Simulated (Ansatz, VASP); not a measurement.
Al3GaN4: VASP beside Ansatz

```
Al Ga N
1.0
     4.40144    0.00000    0.00000
     0.00000    4.40144    0.00000
     0.00000    0.00000    4.40144
Al Ga N
3 1 4
Direct
  0.49484 0.49484 0.99459
  0.50000 0.00000 0.50000
  0.00000 0.50000 0.50000
  0.00000 0.00000 0.00000
  0.74416 0.74416 0.25584
  0.74416 0.25584 0.74416
  0.25584 0.74416 0.74416
  0.25584 0.25584 0.25584
```

Alike in both runs: task single point; functional PBEsol; k mesh 6 × 6 × 6; occupations gaussian, width 0.05 eV; no spin polarisation.

```csv
,VASP,Ansatz
version,VASP 6.6.1,Ansatz 0.2.0
potentials or method,"VASP PAW PBE potentials, release 64 (Al, Ga_d, N), cutoff 520 eV","scalar-relativistic, plane waves, PAW"
valence electrons in the cell,42,42
```

Ansatz gave:

| Quantity | Value |
| --- | --- |
| gap on the k mesh at the Fermi level (eV) | 3.17 |
| least direct gap on the mesh (eV) | 3.17 |
| pressure (GPa) | 0.8 |
| traceless stress, the component that is largest in VASP (GPa) | -0.41 |
| rms of the force components (eV/Å) | 0.190 |

Problem. Estimate VASP's values.

Solution. gap on the k mesh at the Fermi level (eV): 3.17; least direct gap on the mesh (eV): 3.17; pressure (GPa): 0.8; traceless stress, the component that is largest in VASP (GPa): -0.41; rms of the force components (eV/Å): 0.192.

VASP's potentials were made for PBE, not for PBEsol. Atom by atom the forces differ by 0.004 eV/Å (rms over components).
